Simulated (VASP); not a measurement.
# Rb2Mn (Fm-3m) in VASP: further runs, part 2 of 2

VASP 6.6.1. The steps go on from the part before.

### Step 3. Relaxation of cell and atoms, PBE, collinear spin, ferromagnetic start

This run uses another cell than the first one, of 31.03 Å³/atom.

Input file INCAR:

```
PREC     = Accurate       # precision mode
ENCUT    = 600            # plane-wave cutoff, eV
EDIFF    = 1E-7           # SCF threshold, eV
ISMEAR   = 0              # smearing method
SIGMA    = 0.1            # smearing width, eV
LREAL    = F              # projectors in reciprocal space
LASPH    = T              # aspherical terms in the spheres
NELM     = 150            # most SCF steps
ALGO     = Normal         # electronic algorithm
ISIF     = 3              # what is computed and relaxed
LWAVE    = F              # write WAVECAR
LCHARG   = F              # write CHGCAR
ISPIN    = 2              # spin polarisation
MAGMOM   = 0 0 4.21       # initial moments
LORBIT   = 11             # projections on sites
LMAXMIX  = 4              # l up to which the mixer works
GGA      = PE             # functional
IBRION   = 2              # ionic algorithm
NSW      = 90             # ionic steps
EDIFFG   = -0.04          # ionic threshold
```

Input file KPOINTS:

```
regular mesh
0
Gamma
  4 4 4
```

Input file POSCAR:

```
Rb2Mn
1.0
    0.0000000000      3.5973109049      3.5973109049
    3.5973109049      0.0000000000      3.5973109049
    3.5973109049      3.5973109049      0.0000000000
Rb Mn
2 1
Direct
    0.2500000000      0.2500000000      0.2500000000
    0.7500000000      0.7500000000      0.7500000000
    0.0000000000      0.0000000000      0.0000000000
```

Potentials or basis: VASP PAW PBE potentials, release 64 (Rb_sv, Mn_pv).

The run is started by

```bash
$ cat potpaw_PBE.64/Rb_sv/POTCAR potpaw_PBE.64/Mn_pv/POTCAR > POTCAR
$ mpirun -np 1 vasp_std > vasp.out
```

OUTCAR:

```text
PREC = Accurate
   ENCUT = 600
   EDIFF = 1E-7
   ISMEAR = 0
   LREAL = F
   LASPH = T
   NELM = 150
   ISIF = 3
   ISPIN = 2
   LORBIT = 11
   GGA = PE
   IBRION = 2
   NSW = 90
   EDIFFG = -0.04

 ion  position               nearest neighbor table
   1  0.250  0.250  0.250-   3 3.12   3 3.12   3 3.12   3 3.12   2 3.60   2 3.60   2 3.60   2 3.60
                             2 3.60   2 3.60
   2  0.750  0.750  0.750-   3 3.12   3 3.12   3 3.12   3 3.12   1 3.60   1 3.60   1 3.60   1 3.60
                             1 3.60   1 3.60
   3  0.000  0.000  0.000-   2 3.12   2 3.12   2 3.12   1 3.12   2 3.12   1 3.12   1 3.12   1 3.12

  LATTYP: Found a face centered cubic cell.
 ALAT       =     7.1946218098

  Lattice vectors:

 A1 = (   0.0000000000,   3.5973109049,   3.5973109049)
 A2 = (   3.5973109049,   0.0000000000,   3.5973109049)
 A3 = (   3.5973109049,   3.5973109049,   0.0000000000)

Analysis of symmetry for initial positions (statically):
=====================================================================
 Subroutine PRICEL returns:
 Original cell was already a primitive cell.

 Routine SETGRP: Setting up the symmetry group for a
 face centered cubic supercell.

 Subroutine GETGRP returns: Found 48 space group operations
 (whereof 48 operations were pure point group operations)
[... 174 lines left out ...]
  in kB      107.4018101    107.4018101    107.4018101      0.0000000      0.0000000     -0.0000000
  external PRESSURE =     107.4018101 kB  Pullay stress =       0.0000000 kB
[... 135 lines left out ...]
--------------------------------------- Ionic step        5  -------------------------------------------

 number of electron      31.0000026 magnetization       5.0478383

 Free energy of the ion-electron system (eV)
  ---------------------------------------------------
  ext. energy  EPLUGINS =         0.00000000
  ---------------------------------------------------
  free energy    TOTEN  =        -8.08005882 eV

  energy without entropy =       -8.04818486  energy(sigma->0) =       -8.06412184

 E-fermi :   0.3963     XC(G=0):  -6.2009

 val. band max:        0.3793064310   @ k =   0.5000   0.5000   0.0000
 cond. band min:       0.4321055604   @ k =   0.5000   0.2500   0.0000
 fundamental gap:      0.0527991294
 Fermi energy:         0.3962554141

 spin component 1

 k-point     1 :       0.0000    0.0000    0.0000
  band No.  band energies     occupation
      1     -50.8470      1.00000
      2     -50.8470      1.00000
      3     -50.8470      1.00000
      4     -27.9996      1.00000
      5     -27.9842      1.00000
      6     -12.1449      1.00000
[... 181 lines left out ...]
     20       0.9535      0.00000
     21       2.1646      0.00000
 Fermi energy:         0.3962554141

 spin component 2

 k-point     1 :       0.0000    0.0000    0.0000
  band No.  band energies     occupation
      1     -46.3292      1.00000
      2     -46.3292      1.00000
      3     -46.3292      1.00000
      4     -27.9926      1.00000
      5     -27.9771      1.00000
      6     -12.1401      1.00000
[... 211 lines left out ...]
  FREE ENERGIE OF THE ION-ELECTRON SYSTEM (eV)
  ---------------------------------------------------
  free  energy   TOTEN  =        -8.0800588218 eV

  energy  without entropy=       -8.0481848649  energy(sigma->0) =       -8.06412184

 reached required accuracy - stopping structural energy minimisation

 total charge

# of ion       s       p       d       tot
------------------------------------------
    1        1.963   5.323   0.016   7.302
    2        1.963   5.323   0.016   7.302
    3        0.414   6.038   4.832  11.284
--------------------------------------------------
tot          4.340  16.684   4.864  25.888

 magnetization (x)

# of ion       s       p       d       tot
------------------------------------------
    1        0.001   0.005   0.002   0.007
    2        0.001   0.005   0.002   0.007
    3        0.068   0.033   4.230   4.330
--------------------------------------------------
tot          0.069   0.042   4.234   4.345
```

OSZICAR:

```text
N       E                     dE             d eps       ncg     rms          rms(c)
DAV:   1     0.279672017442E+03    0.27967E+03   -0.17134E+04   712   0.151E+03
DAV:   2     0.132804000687E+02   -0.26639E+03   -0.25960E+03   813   0.366E+02
[... 101 lines left out ...]
DAV:  11    -0.807997601307E+01   -0.30790E-03   -0.83638E-04   781   0.147E-01    0.711E-02
DAV:  12    -0.808003673872E+01   -0.60726E-04   -0.58478E-05   863   0.368E-02    0.525E-02
DAV:  13    -0.808005584201E+01   -0.19103E-04   -0.68157E-05   682   0.410E-02    0.119E-02
DAV:  14    -0.808005823967E+01   -0.23977E-05   -0.38175E-06   855   0.887E-03    0.359E-03
DAV:  15    -0.808005880976E+01   -0.57010E-06   -0.27355E-07   576   0.263E-03    0.217E-03
DAV:  16    -0.808005882185E+01   -0.12084E-07   -0.10927E-07   545   0.171E-03
   5 F= -.80800588E+01 E0= -.80641218E+01  d E =-.195193E+01  mag=     5.0481
```

CONTCAR:

```text
Rb2Mn
   1.00000000000000
     0.0000000000000000    4.5696093066251837    4.5696093066251837
     4.5696093066251837    0.0000000000000000    4.5696093066251837
     4.5696093066251837    4.5696093066251837    0.0000000000000000
  Rb              Mn
     2     1
Direct
     0.2500000000000000    0.2500000000000000    0.2500000000000000
     0.7500000000000000    0.7500000000000000    0.7500000000000000
     0.0000000000000000    0.0000000000000000    0.0000000000000000

  0.00000000E+00  0.00000000E+00  0.00000000E+00
  0.00000000E+00  0.00000000E+00  0.00000000E+00
  0.00000000E+00  0.00000000E+00  0.00000000E+00
```

It took 6.2 min on 1 thread of AMD EPYC 7R43 (Zen 3), shared host; peak memory 0.29 GiB.

Results:

```yaml
Free_energy: -8.0801 eV
Relaxed_volume: 63.61 Å³/atom
Relaxed_cell: a = 6.462 Å, b = 6.462 Å, c = 6.462 Å, α = 60.00°, β = 60.00°, γ = 60.00°
Space_group_after_relaxing_to_0.1_Å: Fm-3m (No. 225)
Energy_gained_by_relaxing: 650.6 meV/atom
Ionic_steps: 5
Pressure_after_relaxing: 0.0 GPa
Net_moment: 5.05 μB per cell
Site_moments: Rb +0.01; Mn +4.33 μB
Valence_electrons_inside_the_program's_atomic_spheres: Rb 7.30; Mn 11.28
```

The path:
```tsv
step	energy change (eV)	largest force (eV/Å)	pressure (GPa)	volume (Å³)
1	0.0000	0.0000	10.74	93.10
2	-1.3538	0.0000	4.10	124.04
3	-1.8838	0.0000	0.86	162.69
4	-1.9430	0.0000	0.29	179.18
5	-1.9519	0.0000	-0.03	190.84
```

Final structure:
```cif
data_structure
_symmetry_space_group_name_H-M 'P 1'
_symmetry_Int_Tables_number 1
_cell_length_a 6.4624
_cell_length_b 6.4624
_cell_length_c 6.4624
_cell_angle_alpha 60.000
_cell_angle_beta 60.000
_cell_angle_gamma 60.000
_cell_volume 190.84
loop_
_atom_site_label
_atom_site_type_symbol
_atom_site_fract_x
_atom_site_fract_y
_atom_site_fract_z
_atom_site_occupancy
Rb1 Rb 0.25000 0.25000 0.25000 1
Rb2 Rb 0.75000 0.75000 0.75000 1
Mn1 Mn 0.00000 0.00000 0.00000 1
```

Caveat: the k points lie up to 0.30 Å⁻¹ apart in the final cell; the volume moved by over 15 % at a fixed basis, so the end points are rough.
